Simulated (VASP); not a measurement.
Wanted: the native input for a VASP 6.6.1 run.

```
Task                   : single point
Functional             : PBE
Potentials or basis    : VASP PAW PBE potentials, release 64 (Cd, Se, S)
Cutoff                 : 520 eV
k mesh                 : 6 × 6 × 2
Occupations            : gaussian, width 0.1 eV
Spin                   : no spin polarisation
Dipole correction      : no
Further INCAR settings : ALGO = Normal; EDIFF = 1e-06; NBANDS = 36
```

The structure of Cd3SeS2 lies in POSCAR:

```
Cd3SeS2
1.0
    4.1117991400      0.0000000000      0.0000000000
   -2.0558995700      3.5609225100      0.0000000000
    0.0000000000      0.0000000000     10.0718098200
Cd Se S
3 1 2
Direct
    0.0000000000      0.0000000000      0.0000000000
    0.3333333300      0.6666666700      0.6666666700
    0.6666666700      0.3333333300      0.3333333300
    0.0000000000      0.0000000000      0.2500000000
    0.3333333300      0.6666666700      0.9166666700
    0.6666666700      0.3333333300      0.5833333300
```

The input as run:

INCAR

```
SYSTEM = Cd3SeS2
ALGO = Normal
EDIFF = 1E-6
ENCUT = 520
GGA = PE
ISIF = 2
ISMEAR = 0
LASPH = .TRUE.
LCHARG = .TRUE.
LELF = .TRUE.
LREAL = .FALSE.
LVHAR = .TRUE.
LWAVE = .FALSE.
NBANDS = 36
NELM = 80
PREC = Accurate
SIGMA = 0.1
```

KPOINTS

```
k-points
0
G
  6 6 2
  0 0 0
```

Potentials or basis: VASP PAW PBE potentials, release 64 (Cd, Se, S).

Command:

```bash
$ cat potpaw_PBE.64/Cd/POTCAR potpaw_PBE.64/Se/POTCAR potpaw_PBE.64/S/POTCAR > POTCAR
$ mpirun -np 1 vasp_std > vasp.out
```

Results of the run:

The pressure is 7.2 GPa and the largest force is 0.707 eV/Å. The band gap on the k mesh is 1.04 eV.

Caveat: the cell stands under pressure.

Wall time 2.2 min on 1 thread of Intel Xeon 8259CL (shared host), peak memory 0.31 GiB.
